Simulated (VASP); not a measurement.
Write the native input for VASP 6.6.1 that does the following.

```
Task                   : single point
Functional             : LDA
Potentials or basis    : VASP PAW LDA potentials, release 64 (Cd, Te)
Cutoff                 : 520 eV
k mesh                 : 8 × 8 × 8
Occupations            : gaussian, width 0.05 eV
Spin                   : no spin polarisation
Dipole correction      : no
Further INCAR settings : ALGO = Normal; EDIFF = 1e-06; NBANDS = 16
```

The structure of CdTe lies in POSCAR:

```
CdTe
1.0
    0.0000000000      3.0646246514      3.3210063409
    3.3210063409      0.0000000000      3.3210063409
    3.3210063409      3.0646246514      0.0000000000
Cd Te
1 1
Direct
    0.0000000000      0.0000000000      0.0000000000
    0.7500000000      0.7500000000      0.7500000000
```

This cell differs from its parent crystal: volume 33.800 Å^3 an atom, c/a of the conventional cell 0.9228.

One way to write it, as run:

INCAR

```
PREC = Accurate
ENCUT = 520
EDIFF = 1E-6
ISMEAR = 0
SIGMA = 0.05
LREAL = False
LASPH = True
NELM = 60
ALGO = Normal
ISIF = 2
LWAVE = False
LCHARG = True
LELF = True
LVHAR = True
NBANDS = 16
```

KPOINTS

```
Automatic mesh
0
Gamma
  8 8 8
```

Potentials or basis: VASP PAW LDA potentials, release 64 (Cd, Te).

Command:

```console
$ cat potpaw_LDA.64/Cd/POTCAR potpaw_LDA.64/Te/POTCAR > POTCAR
$ mpirun -np 1 vasp_std > vasp.out
```

It gave:

* Pressure: -1.0 GPa
* Band gap on the k mesh: 0.40 eV, direct

Caveat: spin-orbit coupling is left out, which moves the levels of the heavy elements.

Run time: 48 s on 1 thread of Intel(R) Xeon(R) Platinum 8488C (Sapphire Rapids), on a shared host, peak memory 0.22 GiB.
